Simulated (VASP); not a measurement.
Al4NF:

```
CELL_PARAMETERS angstrom
3.40895 0.00000 0.00000
0.00000 3.40895 0.00000
0.00000 0.00000 5.87579
ATOMIC_POSITIONS crystal
Al 0.50000 0.00000 0.00000
Al 0.00000 0.50000 0.00000
Al 0.00000 0.00000 0.27700
Al 0.00000 0.00000 0.72300
N 0.00000 0.00000 0.00000
F 0.50000 0.50000 0.50000
```

The cell was generated, and may not be a known phase.

* Program: VASP 6.6.1
* Task: relaxation of cell and atoms
* Functional: PBE
* Potentials or basis: VASP PAW PBE potentials, release 64 (Al, N, F)
* Cutoff: 600 eV
* k mesh: 6 × 6 × 4
* Occupations: gaussian, width 0.1 eV
* Spin: no spin polarisation

At the start: pressure 78.7 GPa; volume 11.38 Å³/atom.

Q: Where does the relaxation end?

A: Over 13 steps the energy falls by 1348.0 meV/atom and the volume is 17.05 Å³/atom (+49.8 %); space group P4/mmm (No. 123, to 0.1 Å) before and after.

Step by step:
```csv
step,energy change (eV),largest force (eV/Å),pressure (GPa),volume (Å³)
1,0.0000,12.6237,78.70,68.28
2,-2.9075,11.7597,-5.21,139.19
3,-7.4823,3.6723,5.21,96.43
4,-7.4960,3.5174,5.79,95.72
5,-7.5080,3.2953,6.68,94.69
6,-8.0241,0.3734,-2.88,105.73
7,-8.0522,0.0182,-1.31,103.16
8,-8.0751,0.0894,0.09,101.48
9,-8.0770,0.1297,0.76,100.79
10,-8.0839,0.1116,0.48,101.35
11,-8.0863,0.0876,-0.08,102.53
12,-8.0872,0.0929,0.10,102.13
13,-8.0880,0.0232,-0.08,102.31
```

Final structure:
```yaml
crystal:
  lattice:
    - [3.71380, 0.00000, 0.00000]
    - [0.00000, 3.71380, 0.00000]
    - [0.00000, 0.00000, 7.41759]
  atoms:
    - { symbol: Al, position: [0.50000, 0.00000, 0.00000] }
    - { symbol: Al, position: [0.00000, 0.50000, 0.00000] }
    - { symbol: Al, position: [0.00000, 0.00000, 0.32522] }
    - { symbol: Al, position: [0.00000, 0.00000, 0.67478] }
    - { symbol: N, position: [0.00000, 0.00000, 0.00000] }
    - { symbol: F, position: [0.50000, 0.50000, 0.50000] }
```

Caveat: the volume moved by over 15 % at a fixed basis, so the end points are rough.
